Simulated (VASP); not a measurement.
# H in VASP: a series of runs

Runs on H. Level: PBE+D3(BJ). Tasks: single point.

Everything below comes from runs of VASP 6.6.1. Logs are shortened: lines on timing, memory, paths and dates and some standing lists are left out, and cuts for length are marked.

## (1) The cell of the first run

The cell holds a disordered packing, 24 atoms: a = 6.604 Å, b = 6.604 Å, c = 6.604 Å, α = 90.00°, β = 90.00°, γ = 90.00°.

## (2) Single point, PBE+D3(BJ)

INCAR

```
ALGO = Normal ; EDIFF = 1E-7
ENCUT = 520 ; GGA = PE
ISIF = 2 ; ISMEAR = -1
IVDW = 12 ; LASPH = T
LCHARG = F ; LREAL = Auto
LWAVE = F ; NBANDS = 30
NELM = 60 ; PREC = Accurate
SIGMA = 0.05
```

KPOINTS

```
k-points
0
Gamma
  1 1 1
```

POSCAR

```
H
1.0
    6.6038540000      0.0000000000      0.0000000000
    0.0000000000      6.6038540000      0.0000000000
    0.0000000000      0.0000000000      6.6038540000
H
24
Direct
    0.1969604748      0.9548197030      0.4341739874
    0.2359350819      1.0521408519      0.4790780489
    0.8737281710      0.5468232319      0.1665587147
    0.9525508229      0.4654626068      0.1624690904
    0.1883048077      0.9731525070      0.1426710514
    0.1334692491      0.9037455703      0.0712938146
    0.6389947287      0.3530357204      0.4735737767
    0.5609236263      0.2706768185      0.4732625145
    0.7527107612      0.8692189595      0.9394874706
    0.7137464104      0.7806517662      0.8802176319
    0.3759863970      0.2788611292      0.7703590210
    0.3729033846      0.1726010938      0.8114553163
    0.0245452898      0.0021526570      0.7900191706
    0.0261675757      0.1099210386      0.7554842848
    0.2941528663      0.5031374529      0.2999200291
    0.2956340971      0.4980085767      0.1865653402
    0.5699584752      0.3406118285      0.0955286596
    0.6268474720      0.2508091162      0.0549151452
    0.7772958048      0.8812113501      0.5393853476
    0.8188463820      0.9292244502      0.4455718429
    0.1817926790      0.5991895847      0.7464239656
    0.2674888668      0.6588780285      0.7909332986
    0.4863688218      0.8158335783      0.2884811134
    0.5469943539      0.7850582798      0.1977783642
```

Potentials or basis: VASP PAW PBE potentials, release 64 (H).

Launch:

```sh
$ cat potpaw_PBE.64/H/POTCAR > POTCAR
$ mpirun -np 1 vasp_gam > vasp.out
```

OUTCAR:

```text
EDIFF = 1E-7
   ENCUT = 520
   GGA = PE
   ISIF = 2
   ISMEAR = -1
   IVDW = 12
   LASPH = T
   LREAL = Auto
   NELM = 60
   PREC = Accurate
 IVDW          = 12

 ion  position               nearest neighbor table
   1  0.197  0.955  0.434-   2 0.75
   2  0.236  0.052  0.479-   1 0.75
   3  0.874  0.547  0.167-   4 0.75
   4  0.953  0.465  0.162-   3 0.75
   5  0.188  0.973  0.143-   6 0.75
   6  0.133  0.904  0.071-   5 0.75
[... 16 lines left out ...]
  23  0.486  0.816  0.288-  24 0.75
  24  0.547  0.785  0.198-  23 0.75

  LATTYP: Found a simple cubic cell.
 ALAT       =     6.6038540000

  Lattice vectors:

 A1 = (   6.6038540000,   0.0000000000,   0.0000000000)
 A2 = (   0.0000000000,   6.6038540000,   0.0000000000)
 A3 = (   0.0000000000,   0.0000000000,   6.6038540000)

Analysis of symmetry for initial positions (statically):
=====================================================================
 Subroutine PRICEL returns:
 Original cell was already a primitive cell.

 Routine SETGRP: Setting up the symmetry group for a
 simple cubic supercell.

 Subroutine GETGRP returns: Found  1 space group operations
 (whereof  1 operations were pure point group operations)
 out of a pool of 48 trial point group operations.

The static configuration has the point symmetry C_1 .

Analysis of symmetry for dynamics (positions and initial velocities):
=====================================================================
 Subroutine PRICEL returns:
 Original cell was already a primitive cell.

 Routine SETGRP: Setting up the symmetry group for a
 simple cubic supercell.

 Subroutine GETGRP returns: Found  1 space group operations
 (whereof  1 operations were pure point group operations)
 out of a pool of 48 trial point group operations.

The dynamic configuration has the point symmetry C_1 .

 Subroutine INISYM returns: Found  1 space group operations
 (whereof  1 operations are pure point group operations),
 and found     1 'primitive' translations

----------------------------------------------------------------------------------------

                                     Primitive cell

  volume of cell :     287.9999

  direct lattice vectors                    reciprocal lattice vectors
[... 109 lines left out ...]
   EDIFFG = 0.1E-05   stopping-criterion for IOM
   NSW    =      0    number of steps for IOM
   IBRION =     -1    ionic relax: 0-MD 1-quasi-New 2-CG
   NFREE  =      0    steps in history (QN), initial steepest desc. (CG)
   ISIF   =      2    stress and relaxation
   ISYM   =      2    0-nonsym 1-usesym 2-fastsym
   POTIM  = 0.5000    time-step for ionic-motion
   TEBEG  =    0.0;   TEEND  =   0.0 temperature during run
   PSTRESS=    0.0 pullay stress
   NELECT =      24.0000    total number of electrons
   NUPDOWN=      -1.0000    fix difference up-down
   EMIN   =  10.00;   EMAX   =-10.00  energy-range for DOS
   EFERMI =   0.00;   METHOD = LEGACY
   ISMEAR =    -1;   SIGMA  =   0.05  broadening in eV -4-tet -1-fermi 0-gaus
   EFERMI_NEDOS =   21; number of points for ismear=-14 and -15
   IALGO  =     38    algorithm
   IMIX   =      4    mixing-type and parameters
     AMIX     =   0.40;   BMIX     =  1.00
     AMIX_MAG =   1.60;   BMIX_MAG =  1.00
  volume/ion in A,a.u.               =      12.00        80.98
  Fermi-wavevector in a.u.,A,eV,Ry     =   0.715069  1.351284  6.956976  0.511323
  Thomas-Fermi vector in A             =   1.803133
   LORBIT       =      0    0 simple, 1 ext, 2 COOP (PROOUT), +10 PAW based schemes
   GGA     = PE    functional components
   LHFCALC =     F    Hartree Fock is set to
   AEXX    =    0.0000 exact exchange contribution
   IVDW    =    12    specifies the selected vdW correction
   LEPSILON=     F    determine dielectric tensor
   LRPA    =     F    only Hartree local field effects (RPA)
 non-spin polarized calculation
  energy-cutoff  :      520.00
  volume of cell :      288.00
 maximum number of plane-waves:      3905
 NGX is ok and might be reduce to    50
   NGX = 25   NGY = 25   NGZ = 25

 number of electron      23.9999999 magnetization

 Free energy of the ion-electron system (eV)
  ---------------------------------------------------
  ext. energy  EPLUGINS =         0.00000000
  ---------------------------------------------------
  free energy    TOTEN  =       -80.76071210 eV

  energy without entropy =      -80.76071210  energy(sigma->0) =      -80.76071210

 E-fermi :  -6.7082     XC(G=0):  -5.1893

 val. band max:       -7.9507850928   @ k =   0.0000   0.0000   0.0000
 cond. band min:       0.6084252883   @ k =   0.0000   0.0000   0.0000
 fundamental gap:      8.5592103811
 Fermi energy:        -6.7082151323

 k-point     1 :       0.0000    0.0000    0.0000
  band No.  band energies     occupation
      1     -10.8300      2.00000
      2      -9.7575      2.00000
      3      -9.5159      2.00000
      4      -9.3191      2.00000
      5      -9.1836      2.00000
      6      -8.9241      2.00000
[... 16 lines left out ...]
     23       3.7945      0.00000
     24       3.9621      0.00000
 [bands above 24 left out]

------------------------ aborting loop because EDIFF is reached ----------------------------------------

 Edisp (eV)   -0.45719

 E8    (eV) :    -0.0816

  FORCE on cell =-STRESS in cart. coord.  units (eV):
  Direction    XX          YY          ZZ          XY          YZ          ZX
  --------------------------------------------------------------------------------------
  -------------------------------------------------------------------------------------
  Total       1.61743     0.29124     1.82310     0.48619     0.08490     0.41533
  in kB       8.99795     1.62020    10.14213     2.70471     0.47230     2.31053
  external pressure =        6.92 kB  Pullay stress =        0.00 kB

 VOLUME and BASIS-vectors are now :
 -----------------------------------------------------------------------------
  energy-cutoff  :      520.00
  volume of cell :      288.00
      direct lattice vectors                 reciprocal lattice vectors
     6.603854000  0.000000000  0.000000000     0.151426727  0.000000000  0.000000000
     0.000000000  6.603854000  0.000000000     0.000000000  0.151426727  0.000000000
     0.000000000  0.000000000  6.603854000     0.000000000  0.000000000  0.151426727

 POSITION                                       TOTAL-FORCE (eV/Angst)
 -----------------------------------------------------------------------------------
      1.30070      6.30549      2.86722         0.079136      0.149790      0.083046
      1.55808      0.34433      3.16376        -0.015484     -0.113003     -0.001525
      5.76997      3.61114      1.09993        -0.012732      0.024718      0.006673
      6.29051      3.07385      1.07292         0.005106      0.026189      0.015402
      1.24354      6.42656      0.94218        -0.050609     -0.050360     -0.084089
      0.88141      5.96820      0.47081        -0.001514      0.023939     -0.017542
[... 16 lines left out ...]
      3.21191      5.38765      1.90509         0.077268      0.007845     -0.043031
      3.61227      5.18441      1.30610        -0.003045      0.038515      0.051207
 -----------------------------------------------------------------------------------
    total drift:                               -0.000440     -0.000230     -0.000758

  FREE ENERGIE OF THE ION-ELECTRON SYSTEM (eV)
  ---------------------------------------------------
  free  energy   TOTEN  =       -81.2179051534 eV

  energy  without entropy=      -81.2179051534  energy(sigma->0) =      -81.21790515
```

stdout:

```text
POSCAR found type information on POSCAR H
 POSCAR found :  1 types and      24 ions
 scaLAPACK will be used
 LDA part: xc-table for (Slater+PW92), standard interpolation
 POSCAR, INCAR and KPOINTS ok, starting setup
 FFT: planning ... GRIDC
 FFT: planning ... GRID_SOFT
 FFT: planning ... GRID
 WAVECAR not read
 entering main loop
```

It took 12 s on 1 thread of AMD EPYC 9R45 (Zen 5), shared host; peak memory 0.28 GiB.

Results:

```yaml
Free_energy: -81.2179 eV
Pressure: 0.7 GPa
Largest_force: 0.200 eV/Å
Dispersion_energy_per_atom: -0.019 eV
```

Forces in eV/Å, atoms in the order of the input:
```
H    0.079  0.150  0.083
H   -0.015 -0.113 -0.002
H   -0.013  0.025  0.007
H    0.005  0.026  0.015
H   -0.051 -0.050 -0.084
H   -0.002  0.024 -0.018
H    0.001 -0.006 -0.005
H    0.043  0.039  0.027
H   -0.035 -0.042 -0.055
H   -0.004 -0.005  0.011
H    0.003 -0.175  0.026
H   -0.032  0.156 -0.071
H   -0.026  0.076  0.014
H   -0.027  0.015  0.023
H   -0.010 -0.067 -0.075
H   -0.043 -0.051  0.097
H    0.095 -0.176 -0.017
H   -0.046  0.115  0.059
H    0.029  0.005 -0.042
H   -0.009 -0.037  0.013
H    0.006  0.038  0.008
H   -0.022  0.006 -0.022
H    0.077  0.008 -0.043
H   -0.003  0.039  0.051
```

Stress tensor (GPa, compression positive):
```
0.90 0.27 0.23
0.27 0.16 0.05
0.23 0.05 1.01
```

Caveat: the k points lie up to 0.95 Å⁻¹ apart.

## (3) Single point, PBE+D3(BJ)

INCAR

```
PREC = Accurate
ENCUT = 520
EDIFF = 1E-6
ISMEAR = -1
SIGMA = 0.05
LREAL = Auto
LASPH = T
NELM = 100
ALGO = Normal
ISIF = 2
LWAVE = F
LCHARG = F
GGA = PE
IVDW = 12
NBANDS = 30
```

KPOINTS

```
Automatic mesh
0
Gamma
  1 1 1
```

POSCAR

```
H
1.0
    6.6038540000      0.0000000000      0.0000000000
    0.0000000000      6.6038540000      0.0000000000
    0.0000000000      0.0000000000      6.6038540000
H
24
Direct
    0.3264760245      1.0438298606      0.5430616728
    0.2580917143      1.0741000634      0.4554764536
    0.8152360728      0.5009801852      0.1973847393
    0.9113617594      0.4377898118      0.1614511768
    0.2420859092      0.8834083855      0.1923876573
    0.1962187535      0.8467782601      0.0957925478
    0.7028017276      0.2979472290      0.4521299229
    0.6125665407      0.2824865601      0.5095206526
    0.7098884984      0.7198372344      0.8208842897
    0.7335262106      0.6317977351      0.8918731395
    0.3664223952      0.2945249850      0.8076344510
    0.3264003111      0.2986437919      0.7054214100
    0.0370541202      0.1147814594      0.8989599104
   -0.0672031817      0.1598309109      0.8986419143
    0.2198110376      0.3832610473      0.3080776771
    0.3216000838      0.3878189918      0.2787463200
    0.6250441030      0.2377702475      0.1108140792
    0.6139445239      0.2628919416      0.0044973738
    0.9357868905      0.8983390608      0.4759796325
    0.8515936300      0.8290613330      0.5065829741
    0.1961127548      0.7254854514      0.7396892784
    0.1868757244      0.6162764955      0.7739874322
    0.6386270805      0.7698080545      0.2860753736
    0.5214682214      0.7796810771      0.2623770907
```

Potentials or basis: VASP PAW PBE potentials, release 64 (H).

Launch:

```sh
$ cat potpaw_PBE.64/H/POTCAR > POTCAR
$ mpirun -np 1 vasp_gam > vasp.out
```

Wall time 11 s (1 thread of AMD EPYC 9R45 (Zen 5), shared host); peak memory 0.28 GiB.

The run converged. Its results:

* Free energy: -81.1889 eV
* Pressure: 0.8 GPa
* Largest force: 1.979 eV/Å
* Dispersion energy per atom: -0.019 eV

Forces on the atoms (eV/Å):
```
H   -0.262 -0.034 -0.344
H    0.236 -0.198  0.278
H    1.176 -0.608 -0.342
H   -0.934  0.770  0.428
H   -0.018  0.045  0.052
H   -0.078 -0.051 -0.090
H    1.155  0.197 -0.690
H   -1.121 -0.187  0.736
H    0.080 -0.343  0.264
H   -0.105  0.363 -0.306
H    0.334  0.034  0.870
H   -0.284  0.087 -0.695
H   -0.026  0.019 -0.015
H    0.013 -0.034 -0.011
H   -1.898 -0.021  0.514
H    1.891  0.113 -0.573
H   -0.018 -0.292  0.787
H   -0.198  0.121 -0.841
H    0.071  0.038 -0.022
H   -0.009 -0.028  0.033
H   -0.041 -0.286  0.062
H    0.041  0.335 -0.098
H   -1.202  0.106 -0.229
H    1.195 -0.142  0.234
```

Stress tensor (GPa, compression positive):
```
 0.98  0.52 -0.11
 0.52  0.10  0.11
-0.11  0.11  1.20
```

Levels at points of the mesh, in eV from the Fermi level:
```
           k point  band 10  band 11  band 12  band 13  band 14  band 15
(0.00, 0.00, 0.00)    -1.63    -1.55    -1.24     7.49     7.95     8.04
```

Caveat: the k points lie up to 0.95 Å⁻¹ apart.
